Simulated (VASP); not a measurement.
Ga:

```
CELL_PARAMETERS angstrom
3.81696 -2.32663 0.00000
3.81696 2.32663 0.00000
0.00000 0.00000 4.48825
ATOMIC_POSITIONS crystal
Ga 0.99031 0.33445 0.25000
Ga 0.33445 0.99031 0.75000
Ga 0.00969 0.66555 0.75000
Ga 0.66555 0.00969 0.25000
```

| Quantity | Value |
| --- | --- |
| Program | VASP 6.6.1 |
| Task | relaxation of cell and atoms |
| Functional | PBE |
| Potentials or basis | VASP PAW PBE potentials, release 64 (Ga_d) |
| Cutoff | 600 eV |
| k mesh | 12 × 12 × 10 |
| Occupations | gaussian, width 0.1 eV |
| Spin | no spin polarisation |

At the start: pressure 3.3 GPa; volume 19.93 Å³/atom.

Problem. How do energy, volume and symmetry change on relaxing?

Solution. Over 11 steps the energy falls by 15.0 meV/atom and the volume is 21.25 Å³/atom (+6.6 %); space group Cmcm (No. 63, to 0.1 Å) before and after.

Step by step:
| step | energy change (eV) | largest force (eV/Å) | pressure (GPa) | volume (Å³) |
| --- | --- | --- | --- | --- |
| 1 | 0.0000 | 0.0294 | 3.31 | 79.72 |
| 2 | -0.0573 | 0.0204 | 0.16 | 84.55 |
| 3 | -0.0578 | 0.0223 | 0.00 | 84.92 |
| 4 | -0.0576 | 0.0262 | -0.37 | 85.64 |
| 5 | -0.0579 | 0.0220 | -0.11 | 85.07 |
| 6 | -0.0592 | 0.0090 | -0.01 | 85.02 |
| 7 | -0.0599 | 0.0197 | 0.03 | 84.95 |
| 8 | -0.0600 | 0.0252 | 0.04 | 84.92 |
| 9 | -0.0601 | 0.0113 | -0.09 | 85.00 |
| 10 | -0.0601 | 0.0109 | 0.11 | 84.98 |
| 11 | -0.0601 | 0.0080 | 0.00 | 84.98 |

Final structure:
```xyz
4
Lattice="3.9099 -2.3384 0.0000 3.9099 2.3384 0.0000 0.0000 0.0000 4.6476" Properties=species:S:1:pos:R:3 pbc="T T T"
Ga    5.1781   -1.5340    1.1619
Ga    5.1781    1.5340    3.4857
Ga    2.6418    1.5340    3.4857
Ga    2.6418   -1.5340    1.1619
```
